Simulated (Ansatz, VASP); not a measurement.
# One calculation of FeO, two programs

INCAR

```
ALGO = Normal
EDIFF = 1E-7
ENCUT = 520
GGA = PS
ISIF = 2
ISMEAR = 0
ISPIN = 2
LASPH = True
LCHARG = True
LELF = True
LMAXMIX = 4
LORBIT = 11
LREAL = False
LVHAR = True
LWAVE = False
MAGMOM = 3.79 0.36
NBANDS = 18
NELM = 150
PREC = Accurate
SIGMA = 0.15
```

The input KPOINTS:

```
k-points
0
Gamma
  20 20 20
```

File POSCAR:

```
FeO
1.0
    0.0000000000      2.1554000000      2.1554000000
    2.1554000000      0.0000000000      2.1554000000
    2.1554000000      2.1554000000      0.0000000000
Fe O
1 1
Direct
    0.0000000000      0.0000000000      0.0000000000
    0.5000000000      0.5000000000      0.5000000000
```

Input for Ansatz:

```yaml
crystal:
  lattice:
    - [0.0, 2.1554, 2.1554]
    - [2.1554, 0.0, 2.1554]
    - [2.1554, 2.1554, 0.0]
  atoms:
    - { symbol: Fe, position: [0.0, 0.0, 0.0], spin: 3.79 }
    - { symbol: O, position: [0.5, 0.5, 0.5], spin: 0.36 }
basis:
  ecutwfc: 420
kpoints:
  mp_grid: { grid: [20, 20, 20] }
hamiltonian:
  xc: pbesol
scf:
  occupations: { method: gaussian, width: 0.15 }
output:
  forces: true
  stress: true
  eigenvalues: true
  populations: true
magnetization:
  spin_polarized: true
```

Alike in both runs: task single point; functional PBEsol; k mesh 20 × 20 × 20; occupations gaussian, width 0.15 eV; collinear spin.

```csv
,VASP,Ansatz
version,VASP 6.6.1,Ansatz 0.2.0
potentials or method,"VASP PAW PBE potentials, release 64 (Fe, O), cutoff 520 eV","scalar-relativistic, plane waves, PAW"
valence electrons in the cell,14,22
```

```csv
,VASP,Ansatz,Ansatz less VASP
gap on the k mesh at the Fermi level (eV),none,none,-
pressure (GPa),-8.2,-8.5,-0.31
net moment per atom (μB),2.00,2.00,0.000
size of the moment on the site where the two differ most (μB),3.61,3.44,-0.170
```

VASP's potentials were made for PBE, not for PBEsol. Site moments also hang on the region over which each program counts them. A gap of «none» marks a metal or a gap that the smearing closes. VASP's potentials hold 14 valence electrons a cell and Ansatz's 22, so a difference there can come from the potentials and not from the codes.
